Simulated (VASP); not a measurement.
The system is SnS2.

```
Sn S
1.0
     3.66891    0.00000    0.00000
    -1.83445    3.17737    0.00000
     0.00000    0.00000    5.80956
Sn S
1 2
Direct
  0.00000 0.00000 0.00000
  0.33333 0.66667 0.25451
  0.66667 0.33333 0.74549
```

- Program: VASP 6.6.1
- Task: relaxation of cell and atoms
- Functional: r2SCAN
- Dispersion: rVV10
- Potentials or basis: VASP PAW PBE potentials, release 64 (Sn_d, S)
- Cutoff: 550 eV
- k mesh: 12 × 12 × 4
- Occupations: fermi-dirac, width 0.02 eV
- Spin: no spin polarisation

At the start: pressure -0.7 GPa; volume 22.57 Å³/atom.

Where does the relaxation end?

Over 13 steps the energy falls by 2.9 meV/atom and the volume is 23.03 Å³/atom (+2.0 %); space group P-3m1 (No. 164, to 0.1 Å) before and after.

Step by step:
```
step  energy change (eV)  largest force (eV/Å)  pressure (GPa)  volume (Å³)
   1              0.0000                0.2397           -0.66        67.72
   2             -0.0014                0.0290            1.04        66.82
   3             -0.0028                0.0827            0.33        67.19
   4             -0.0041                0.0598            0.24        67.46
   5             -0.0061                0.0075           -0.02        68.27
   6             -0.0074                0.0082           -0.03        68.47
   7             -0.0084                0.0382           -0.04        68.83
   8             -0.0085                0.0024            0.17        68.83
   9             -0.0086                0.0033            0.13        68.83
  10             -0.0087                0.0047            0.03        69.04
  11             -0.0087                0.0054            0.02        69.06
  12             -0.0087                0.0059           -0.03        69.09
  13             -0.0087                0.0014           -0.01        69.08
```

Final structure:
```
Sn S
1.0
     3.66179    0.00000    0.00000
    -1.83089    3.17120    0.00000
     0.00000    0.00000    5.94879
Sn S
1 2
Direct
  0.00000 0.00000 0.00000
  0.33333 0.66667 0.24623
  0.66667 0.33333 0.75377
```

Caveat: the PAW data sets were made with another functional, which shifts forces and pressure a little.
